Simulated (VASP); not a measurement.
A run of VASP 6.6.1 is set up as follows.

The input INCAR:

```
PREC = Accurate
ENCUT = 520
EDIFF = 1E-8
ISMEAR = 0
SIGMA = 0.01
LREAL = F
LASPH = T
NELM = 100
ALGO = Normal
ISIF = 2
LWAVE = F
LCHARG = F
GGA = PE
NBANDS = 11
IBRION = 8
NSW = 1
LEPSILON = T
```

KPOINTS

```
Automatic mesh
0
Gamma
  8 8 8
```

Contents of POSCAR:

```
Si
1.0
    0.0000000000      2.7350468812      2.7350468812
    2.7350468812      0.0000000000      2.7350468812
    2.7350468812      2.7350468812      0.0000000000
Si
2
Direct
    0.7500000000      0.7500000000      0.7500000000
    0.5000000000      0.5000000000      0.5000000000
```

Potentials or basis: VASP PAW PBE potentials, release 64 (Si).

Run with:

```bash
$ cat potpaw_PBE.64/Si/POTCAR > POTCAR
$ mpirun -np 1 vasp_std > vasp.out
```

(1) What does it give for the electronic dielectric tensor (diagonal)?

(2) Estimate the Born charges (mean of the diagonal).

(3) Estimate the highest phonon frequency at Γ.

Answers

(1) 14.15.

(2) Si +0.00 e.

(3) 503 cm⁻¹.
